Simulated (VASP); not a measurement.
# Nb in VASP: relaxation of the atoms with PBE

Aim: the relaxation of the atoms of Nb with PBE.

Everything below comes from runs of VASP 6.6.1. Logs are shortened: lines on timing, memory, paths and dates and some standing lists are left out, and cuts for length are marked.

### Step 1. The cell of the first run

The cell holds a slab with vacuum, 4 atoms: a = 2.868 Å, b = 5.244 Å, c = 19.312 Å, α = 90.00°, β = 90.00°, γ = 90.00°.

### Step 2. Relaxation of the atoms, PBE

Input file INCAR:

```
SYSTEM = Nb
  PREC = Accurate
  ENCUT = 520
  EDIFF = 1E-6
  ISMEAR = -1
  SIGMA = 0.08
  LREAL = .FALSE.
  LASPH = .TRUE.
  NELM = 60
  ALGO = Normal
  ISIF = 2
  LWAVE = .FALSE.
  LCHARG = .FALSE.
  LDIPOL = .TRUE.
  IDIPOL = 3
  DIPOL = 0.5 0.5 0.500
  GGA = PE
  IBRION = 2
  NSW = 60
  EDIFFG = -0.01
  LUSENCCL = .FALSE.
```

Input file KPOINTS:

```
Automatic mesh
0
G
  13 7 1
  0 0 0
```

Input file POSCAR:

```
Nb
1.0
    2.8683968566      0.0000000000      0.0000000000
    0.0000000000      5.2435111144      0.0000000000
    0.0000000000      0.0000000000     19.3121000000
Nb
4
Direct
    0.0000000000      0.7500000000      0.4142470420
    0.5000000000      0.2500000000      0.4571235212
    0.5000000000      0.7500000000      0.5428764788
    0.0000000000      0.2500000000      0.5857529580
```

Potentials or basis: VASP PAW PBE potentials, release 64 (Nb_sv).

Launch:

```console
$ cat potpaw_PBE.64/Nb_sv/POTCAR > POTCAR
$ mpirun -np 1 vasp_std > vasp.out
```

OUTCAR:

```text
SYSTEM = Nb
   PREC = Accurate
   ENCUT = 520
   EDIFF = 1E-6
   ISMEAR = -1
   LREAL = .FALSE.
   LASPH = .TRUE.
   NELM = 60
   ISIF = 2
   GGA = PE
   IBRION = 2
   NSW = 60
   EDIFFG = -0.01

 ion  position               nearest neighbor table
   1  0.000  0.750  0.414-   3 2.87   3 2.87
   2  0.500  0.250  0.457-   4 2.87   4 2.87
   3  0.500  0.750  0.543-   1 2.87   1 2.87
   4  0.000  0.250  0.586-   2 2.87   2 2.87

  LATTYP: Found a simple orthorhombic cell.
 ALAT       =     2.8683968566
 B/A-ratio  =     1.8280284691
 C/A-ratio  =     6.7327155082

  Lattice vectors:

 A1 = (   2.8683968566,   0.0000000000,   0.0000000000)
 A2 = (   0.0000000000,   5.2435111144,   0.0000000000)
 A3 = (   0.0000000000,   0.0000000000,  19.3121000000)

Analysis of symmetry for initial positions (statically):
=====================================================================
 Subroutine PRICEL returns:
 Original cell was already a primitive cell.

 Routine SETGRP: Setting up the symmetry group for a
 simple orthorhombic supercell.

 Subroutine GETGRP returns: Found  8 space group operations
 (whereof  4 operations were pure point group operations)
 out of a pool of  8 trial point group operations.

The static configuration has the point symmetry C_2h.
 The point group associated with its full space group is D_2h.

Analysis of symmetry for dynamics (positions and initial velocities):
=====================================================================
 Subroutine PRICEL returns:
 Original cell was already a primitive cell.

 Routine SETGRP: Setting up the symmetry group for a
 simple orthorhombic supercell.

 Subroutine GETGRP returns: Found  8 space group operations
 (whereof  4 operations were pure point group operations)
 out of a pool of  8 trial point group operations.

The dynamic configuration has the point symmetry C_2h.
 The point group associated with its full space group is D_2h.

 Subroutine INISYM returns: Found  8 space group operations
 (whereof  4 operations are pure point group operations),
 and found     1 'primitive' translations

----------------------------------------------------------------------------------------

                                     Primitive cell

  volume of cell :     290.4631

  direct lattice vectors                    reciprocal lattice vectors
     2.868396857  0.000000000  0.000000000     0.348626794  0.000000000  0.000000000
     0.000000000  5.243511114  0.000000000     0.000000000  0.190711906  0.000000000
     0.000000000  0.000000000 19.312100000     0.000000000  0.000000000  0.051781008

  length of vectors
     2.868396857  5.243511114 19.312100000     0.348626794  0.190711906  0.051781008

  position of ions in fractional coordinates (direct lattice)
     0.000000000  0.750000000  0.414247042
     0.500000000  0.250000000  0.457123521
     0.500000000  0.750000000  0.542876479
     0.000000000  0.250000000  0.585752958

  ion indices of the primitive-cell ions
   primitive index   ion index
                 1           1
                 2           2
                 3           3
                 4           4

----------------------------------------------------------------------------------------

 KPOINTS: Automatic mesh

Automatic generation of k-mesh.
 Grid dimensions read from file:
 generate k-points for:   13    7    1

 Generating k-lattice:

  Cartesian coordinates                     Fractional coordinates (reciprocal lattice)
     0.026817446  0.000000000  0.000000000     0.076923077  0.000000000  0.000000000
     0.000000000  0.027244558  0.000000000     0.000000000  0.142857143  0.000000000
     0.000000000  0.000000000  0.051781008     0.000000000  0.000000000  1.000000000

  Length of vectors
     0.026817446  0.027244558  0.051781008

  Shift w.r.t. Gamma in fractional coordinates (k-lattice)
     0.000000000  0.000000000  0.000000000

 Subroutine IBZKPT returns following result:
 ===========================================

 Found     28 irreducible k-points:

 Following reciprocal coordinates:
            Coordinates               Weight
  0.000000  0.000000  0.000000      1.000000
  0.076923  0.000000  0.000000      2.000000
  0.153846  0.000000  0.000000      2.000000
  0.230769  0.000000  0.000000      2.000000
  0.307692  0.000000  0.000000      2.000000
  0.384615  0.000000  0.000000      2.000000
[... 16 lines left out ...]
  0.076923  0.428571  0.000000      4.000000
  0.153846  0.428571  0.000000      4.000000
 [... further k-points ...]
   k-points           NKPTS =     28   k-points in BZ     NKDIM =     28   number of bands    NBANDS=     31
   number of dos      NEDOS =    301   number of ions     NIONS =      4
   total plane-waves  NPLWV = 138240
   dimension x,y,z NGX =    24 NGY =   40 NGZ =  144
   dimension x,y,z NGXF=    48 NGYF=   80 NGZF=  288
   ions per type =               4
   NGX,Y,Z   is equivalent  to a cutoff of  13.91, 12.68, 12.40 a.u.
   NGXF,Y,Z  is equivalent  to a cutoff of  27.82, 25.36, 24.79 a.u.
 SYSTEM =  Nb
   PREC   = accura    normal or accurate (medium, high low for compatibility)
   ISTART =      0    job   : 0-new  1-cont  2-samecut
   ICHARG =      2    charge: 1-file 2-atom 10-const
   ISPIN  =      1    spin polarized calculation?
   LNONCOLLINEAR =      F non collinear calculations
   LSORBIT =      F    spin-orbit coupling
   LASPH  =      T    aspherical Exc in radial PAW
   ENCUT  =  520.0 eV  38.22 Ry    6.18 a.u.   5.33  9.75 35.91*2*pi/ulx,y,z
   NELM   =     60;   NELMIN=  2; NELMDL= -5     # of ELM steps
   EDIFF  = 0.1E-05   stopping-criterion for ELM
   LREAL  =      F    real-space projection
   EDIFFG = -.1E-01   stopping-criterion for IOM
   NSW    =     60    number of steps for IOM
   IBRION =      2    ionic relax: 0-MD 1-quasi-New 2-CG
   NFREE  =      1    steps in history (QN), initial steepest desc. (CG)
   ISIF   =      2    stress and relaxation
   ISYM   =      2    0-nonsym 1-usesym 2-fastsym
   POTIM  = 0.5000    time-step for ionic-motion
   TEBEG  =    0.0;   TEEND  =   0.0 temperature during run
   PSTRESS=    0.0 pullay stress
   NELECT =      52.0000    total number of electrons
   NUPDOWN=      -1.0000    fix difference up-down
   EMIN   =  10.00;   EMAX   =-10.00  energy-range for DOS
   EFERMI =   0.00;   METHOD = LEGACY
   ISMEAR =    -1;   SIGMA  =   0.08  broadening in eV -4-tet -1-fermi 0-gaus
   EFERMI_NEDOS =   21; number of points for ismear=-14 and -15
   IALGO  =     38    algorithm
   IMIX   =      4    mixing-type and parameters
     AMIX     =   0.40;   BMIX     =  1.00
     AMIX_MAG =   1.60;   BMIX_MAG =  1.00
  volume/ion in A,a.u.               =      72.62       490.04
  Fermi-wavevector in a.u.,A,eV,Ry     =   0.922668  1.743590 11.582870  0.851317
  Thomas-Fermi vector in A             =   2.048221
   LORBIT       =      0    0 simple, 1 ext, 2 COOP (PROOUT), +10 PAW based schemes
   GGA     = PE    functional components
   LHFCALC =     F    Hartree Fock is set to
   AEXX    =    0.0000 exact exchange contribution
   IVDW    =     0    specifies the selected vdW correction
   LEPSILON=     F    determine dielectric tensor
   LRPA    =     F    only Hartree local field effects (RPA)
 conjugate gradient relaxation of ions
 non-spin polarized calculation
  energy-cutoff  :      520.00
  volume of cell :      290.46
 maximum number of plane-waves:      7859
 NGX is ok and might be reduce to    24
   NGX = 11   NGY = 19   NGZ = 71

--------------------------------------- Ionic step        1  -------------------------------------------

 number of electron      52.0000004 magnetization

 Free energy of the ion-electron system (eV)
  ---------------------------------------------------
  ext. energy  EPLUGINS =         0.00000000
  ---------------------------------------------------
  free energy    TOTEN  =       -35.82080516 eV

  energy without entropy =      -35.65112655  energy(sigma->0) =      -35.73596586

------------------------ aborting loop because EDIFF is reached ----------------------------------------

  FORCE on cell =-STRESS in cart. coord.  units (eV):
  Direction    XX          YY          ZZ          XY          YZ          ZX
  --------------------------------------------------------------------------------------
  -------------------------------------------------------------------------------------
  Total      -11.7838725     -6.5785287     -2.1302902      0.0000000      0.0000000      0.0000000
  in kB      -64.9991512    -36.2867793    -11.7505559      0.0000000      0.0000000      0.0000000
  external PRESSURE =     -37.6788288 kB  Pullay stress =       0.0000000 kB
[... 95 lines left out ...]
  FREE ENERGIE OF THE ION-ELECTRON SYSTEM (eV)
  ---------------------------------------------------
  free  energy   TOTEN  =       -35.9259966398 eV

  energy  without entropy=      -35.7479971066  energy(sigma->0) =      -35.83699687

 dipolmoment           0.000000      0.000000      0.000000 electrons x Angstroem

[... ionic steps 4 to 17 ...]

--------------------------------------- Ionic step       18  -------------------------------------------

 number of electron      52.0000002 magnetization

------------------------ aborting loop because EDIFF is reached ----------------------------------------
[... 71 lines left out ...]
--------------------------------------- Ionic step       20  -------------------------------------------

 number of electron      52.0000002 magnetization

 dipolmoment           0.000000      0.000000     -0.000000 electrons x Angstroem

 Free energy of the ion-electron system (eV)
  ---------------------------------------------------
  ext. energy  EPLUGINS =         0.00000000
  ---------------------------------------------------
  free energy    TOTEN  =       -36.44548459 eV

  energy without entropy =      -36.33976042  energy(sigma->0) =      -36.39262250

 E-fermi :  -0.2835     XC(G=0):  -4.1215

 val. band max:       -0.2874074809   @ k =   0.3077   0.4286   0.0000
 cond. band min:      -0.2214468626   @ k =   0.2308   0.1429   0.0000
 fundamental gap:      0.0659606183
 Fermi energy:        -0.2834680052

 k-point     1 :       0.0000    0.0000    0.0000
  band No.  band energies     occupation
      1     -55.1702      2.00000
      2     -55.0355      2.00000
      3     -54.9410      2.00000
      4     -54.8259      2.00000
      5     -31.7884      2.00000
      6     -31.6001      2.00000
[... 805 lines left out ...]
     30       0.4418      0.00023
     31       1.3479      0.00000

 [... further k-points ...]

------------------------ aborting loop because EDIFF is reached ----------------------------------------

 vacuum level on the upper side and lower side of the slab       (xc-potential included)        -0.110        -0.110

  FORCE on cell =-STRESS in cart. coord.  units (eV):
  Direction    XX          YY          ZZ          XY          YZ          ZX
  --------------------------------------------------------------------------------------
  -------------------------------------------------------------------------------------
  Total        1.0246402     -3.9062057     -0.0500451      0.0000000     -0.0000000      0.0000000
  in kB        5.6518556    -21.5464019     -0.2760461      0.0000000     -0.0000000      0.0000000
  external PRESSURE =      -5.3901975 kB  Pullay stress =       0.0000000 kB
[... 19 lines left out ...]
  FREE ENERGIE OF THE ION-ELECTRON SYSTEM (eV)
  ---------------------------------------------------
  free  energy   TOTEN  =       -36.4454845892 eV

  energy  without entropy=      -36.3397604192  energy(sigma->0) =      -36.39262250

 reached required accuracy - stopping structural energy minimisation

 vacuum level on the upper side and lower side of the slab         3.982         3.982
```

It used 890 s of CPU time on 1 × NVIDIA H100 80GB with 1 thread of AMD EPYC 7R13 Processor (Zen 3), with other jobs on the host.

Results:

```
Free energy               : -36.4455 eV
Energy gained by relaxing : 156.2 meV/atom
Ionic steps               : 20
Band gap on the k mesh    : zero (band 26 reaches 0.81 eV, above the bottom of band 27 at -1.06 eV)
```

Step by step:
```
step  energy change (eV)  largest force (eV/Å)  pressure (GPa)
   1              0.0000                0.5912           -3.77
   2             -0.0317                0.5157           -3.40
   3             -0.1052                0.4313           -2.19
   4             -0.1811                1.2128            0.58
   5             -0.1791                0.6229           -0.74
   6             -0.1920                0.8747           -0.13
   7             -0.2198                0.9539            0.07
   8             -0.2904                1.1830            0.65
   9             -0.3468                1.6151            1.81
  10             -0.3796                1.5292            1.76
  11             -0.4528                1.2729            1.61
  12             -0.4911                1.1126            1.29
  13             -0.4950                1.0827            1.36
  14             -0.5444                0.8336            0.95
  15             -0.6206                0.1704           -0.20
  16             -0.6245                0.0343           -0.48
  17             -0.6246                0.0151           -0.53
  18             -0.6246                0.0143           -0.53
  19             -0.6246                0.0116           -0.53
  20             -0.6247                0.0017           -0.54
```

Final structure:
```xyz
4
Lattice="2.8684 0.0000 0.0000 0.0000 5.2435 0.0000 0.0000 0.0000 19.3121" Properties=species:S:1:pos:R:3 pbc="T T T"
Nb    0.0000    3.9326    8.5297
Nb    1.4342    1.3109    8.5307
Nb    1.4342    3.9326   10.7814
Nb    0.0000    1.3109   10.7824
```

Levels at points of the mesh, in eV from the Fermi level:
| k point | band 22 | band 23 | band 24 | band 25 | band 26 | band 27 | band 28 | band 29 | band 30 | band 31 |
| --- | --- | --- | --- | --- | --- | --- | --- | --- | --- | --- |
| (0.00, 0.00, 0.00) | -1.04 | -0.81 | -0.11 | 0.33 | 0.50 | 0.51 | 0.57 | 0.98 | 1.23 | 1.34 |
